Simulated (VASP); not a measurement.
Runs of VASP 6.6.1 on CdO. The structure is that of space group Fm-3m (No. 225), or close to it. The cells are those of the table. 

```tsv
level	cell	k mesh	cutoff (eV)	gap on the mesh (eV)	pressure (GPa)
r2SCAN	a = 3.393 Å, angles 60.0°, 2 atoms	8 × 8 × 8	660	none	-6.4
PBE	a = 3.337 Å, angles 60.0°, 2 atoms	8 × 8 × 8	600	none	(a)
r2SCAN	a = 3.361 Å, angles 60.0°, 2 atoms	8 × 8 × 8	660	-	-2.8
PBE	a = 3.405 Å, angles 60.0°, 2 atoms	8 × 8 × 8	600	none	-2.6
r2SCAN	a = 3.260 Å, angles 60.0°, 2 atoms	8 × 8 × 8	660	0.20	12.7
r2SCAN	a = 3.328 Å, angles 60.0°, 2 atoms	10 × 10 × 10	660	(c)	1.5
PBE	a = 3.328 Å, angles 60.0°, 2 atoms	10 × 10 × 10	600	none	(b)
PBE	a = 3.371 Å, angles 60.0°, 2 atoms	8 × 8 × 8	600	none	1.0
```

Alike in all rows: task single point; potentials or basis VASP PAW PBE potentials, release 64 (Cd, O); no spin polarisation; smearing fermi-dirac 0.02 eV.

Question: Estimate the missing entries.

Answer: (a) 5.3; (b) 6.6; (c) 0.07.

Caveats: semilocal functionals underestimate gaps, so a narrow gap can read as zero (at least some runs); the PAW data sets were made with another functional, which shifts forces and pressure a little (at least some runs); the cell stands under pressure (at least some runs); the cell stands under tension (at least some runs).

A k mesh can miss the band edges, and the runs leave out spin-orbit coupling on Cd.

A gap of «none» marks levels without a gap at the run's occupations.
